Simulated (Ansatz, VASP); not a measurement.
## Co: VASP beside Ansatz

Contents of INCAR:

```
SYSTEM = Co
  PREC = Accurate
  ENCUT = 520
  EDIFF = 1E-6
  ISMEAR = -1
  SIGMA = 0.08
  LREAL = .False.
  LASPH = .True.
  NELM = 60
  ALGO = Normal
  ISIF = 2
  LWAVE = .False.
  LCHARG = .False.
  GGA = PE
  NBANDS = 16
```

KPOINTS

```
regular mesh
0
Gamma
  15 15 8
  0 0 0
```

POSCAR

```
Co
1.0
    2.4735120621      0.0000000000      0.0000000000
   -1.2367560310      2.1421242823      0.0000000000
    0.0000000000      0.0000000000      4.0148946085
Co
2
Direct
    0.3333333333      0.6666666667      0.2500000000
    0.6666666667      0.3333333333      0.7500000000
```

Input for Ansatz:

```yaml
crystal:
  lattice:
    - [2.4735120621, 0.0, 0.0]
    - [-1.236756031, 2.1421242823, 0.0]
    - [0.0, 0.0, 4.0148946085]
  atoms:
    - { symbol: Co, position: [0.3333333333, 0.6666666667, 0.25] }
    - { symbol: Co, position: [0.6666666667, 0.3333333333, 0.75] }
kpoints:
  mp_grid: { grid: [15, 15, 8] }
scf:
  occupations: { method: fermi_dirac, width: 0.08 }
  lower_state_search: "off"
hamiltonian:
  xc: pbe
  pseudopotentials: { kind: paw }
output:
  forces: true
  stress: true
  eigenvalues: true
```

Change from the starting cell: volume scaled by 0.96, no spin polarisation, PAW files.

Alike in both runs: task single point; functional PBE; k mesh 15 × 15 × 8; occupations fermi-dirac, width 0.08 eV; no spin polarisation.

|  | VASP | Ansatz |
| --- | --- | --- |
| version | VASP 6.6.1 | Ansatz 0.2.0 |
| potentials or method | VASP PAW PBE potentials, release 64 (Co) | PAW with Ansatz's default frozen-core files, scalar-relativistic |
| plane-wave cutoff (eV) | 520 | 420 |
| valence electrons in the cell | 18 | 34 |

VASP gave:

```
pressure (GPa)                                                : -6.9
traceless stress, the component that is largest in VASP (GPa) : -1.44
```

Q: Estimate Ansatz's values.

A: Pressure (GPa): -6.5; traceless stress, the component that is largest in VASP (GPa): -1.41.

VASP's potentials hold 18 valence electrons a cell and Ansatz's 34, so a difference there can come from the potentials and not from the codes.
